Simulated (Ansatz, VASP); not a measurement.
# One calculation of BaTiO3, two programs

INCAR

```
PREC = Accurate
ENCUT = 520
EDIFF = 1E-8
ISMEAR = -1
SIGMA = 0.05
LREAL = F
LASPH = T
NELM = 80
ALGO = Normal
ISIF = 2
LWAVE = F
LCHARG = F
GGA = PE
LEFG = T
NBANDS = 28
```

The input KPOINTS:

```
Automatic mesh
0
Gamma
  8 8 8
```

Contents of POSCAR:

```
BaTiO3
1.0
    4.0073000000      0.0000000000      0.0000000000
    0.0000000000      4.0073000000      0.0000000000
    0.0000000000      0.0000000000      4.0473730000
Ba Ti O
1 1 3
Direct
    0.5000000000      0.5000000000      0.5000000000
    0.0000000000      0.0000000000      0.0000000000
    0.5000000000      0.0000000000      0.0000000000
    0.0000000000      0.5000000000      0.0000000000
    0.0000000000      0.0000000000      0.5000000000
```

Input for Ansatz:

```yaml
crystal:
  lattice:
    - [4.0073, 0.0, 0.0]
    - [0.0, 4.0073, 0.0]
    - [0.0, 0.0, 4.047373]
  atoms:
    - { symbol: Ba, position: [0.5, 0.5, 0.5] }
    - { symbol: Ti, position: [0.0, 0.0, 0.0] }
    - { symbol: O, position: [0.5, 0.0, 0.0] }
    - { symbol: O, position: [0.0, 0.5, 0.0] }
    - { symbol: O, position: [0.0, 0.0, 0.5] }
kpoints:
  mp_grid: { grid: [8, 8, 8] }
scf:
  occupations: { method: fermi_dirac, width: 0.05 }
hamiltonian:
  xc: pbe
  pseudopotentials: { kind: paw }
output:
  forces: true
  stress: true
  eigenvalues: true
  efg: { contact_densities: true }
  write_density: true
  write_potential: true
  elf: true
  volumetric_format: npy
```

Change from the starting cell: zz strain of +1 %, PAW files.

Alike in both runs: task electric field gradients; functional PBE; k mesh 8 × 8 × 8; occupations fermi-dirac, width 0.05 eV; no spin polarisation.

```csv
,VASP,Ansatz
version,VASP 6.6.1,Ansatz 0.2.0
potentials or method,"VASP PAW PBE potentials, release 64 (Ba_sv, Ti_sv, O)","PAW with Ansatz's default frozen-core files, scalar-relativistic"
plane-wave cutoff (eV),520,420
valence electrons in the cell,40,40
```

|  | VASP | Ansatz | Ansatz less VASP |
| --- | --- | --- | --- |
| pressure (GPa) | 1.6 | -0.1 | -1.70 |
| traceless stress, the component that is largest in VASP (GPa) | -1.21 | -1.17 | +0.043 |
| size of Vzz on the site where it differs most (V/Å²) | 24.5 | 25.4 | +0.92 |

Neither program's run includes spin-orbit coupling.
